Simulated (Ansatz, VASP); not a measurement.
**One calculation of Pd, two programs**

```
CELL_PARAMETERS angstrom
2.68760 0.00000 0.00000
-1.34380 2.32753 0.00000
0.00000 0.00000 4.46915
ATOMIC_POSITIONS crystal
Pd 0.66667 0.33333 0.75000
Pd 0.33333 0.66667 0.25000
```

Change from the starting cell: volume scaled by 0.9, PAW files.

Alike in both runs: task single point; functional PBE; k mesh 14 × 14 × 7; occupations fermi-dirac, width 0.05 eV; collinear spin.

|  | VASP | Ansatz |
| --- | --- | --- |
| version | VASP 6.6.1 | Ansatz 0.2.0 |
| potentials or method | VASP PAW PBE potentials, release 64 (Pd) | PAW with Ansatz's default frozen-core files, scalar-relativistic |
| plane-wave cutoff (eV) | 520 | 420 |
| valence electrons in the cell | 20 | 36 |

```csv
,VASP,Ansatz,Ansatz less VASP
pressure (GPa),20.6,21.0,+0.42
"traceless stress, the component that is largest in VASP (GPa)",0.26,0.35,+0.089
net moment per atom (μB),0.19,0.18,-0.014
size of the moment on the site where the two differ most (μB),0.19,0.18,-0.008
```

Site moments also hang on the region over which each program counts them. VASP's potentials hold 20 valence electrons a cell and Ansatz's 36, so a difference there can come from the potentials and not from the codes.
